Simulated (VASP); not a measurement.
A run of VASP 6.6.1 is set up as follows.

Contents of INCAR:

```
SYSTEM = Ni
ALGO = Normal
EDIFF = 1E-6
ENCUT = 600
GGA = PE
GGA_COMPAT = .FALSE.
ISIF = 2
ISMEAR = -1
ISPIN = 2
LASPH = .TRUE.
LCHARG = .FALSE.
LMAXMIX = 4
LORBIT = 11
LREAL = .FALSE.
LWAVE = .FALSE.
MAGMOM = 0.82
NBANDS = 15
NELM = 200
PREC = Accurate
SIGMA = 0.1
```

The input KPOINTS:

```
k-points
0
G
  8 8 8
  0 0 0
```

The input POSCAR:

```
Ni
1.0
    0.0000000000      1.8490620000      1.8490620000
    1.8490620000      0.0000000000      1.8490620000
    1.8490620000      1.8490620000      0.0000000000
Ni
1
Direct
    0.0000000000      0.0000000000      0.0000000000
```

Potentials or basis: VASP PAW PBE potentials, release 64 (Ni).

Run with:

```sh
$ cat potpaw_PBE.64/Ni/POTCAR > POTCAR
$ mpirun -np 1 vasp_std > vasp.out
```

(1) Predict the net moment.

(2) Estimate the pressure.

Results:

(1) 0.69 μB per cell.

(2) -19.8 GPa.

Caveat: the k points lie up to 0.37 Å⁻¹ apart.
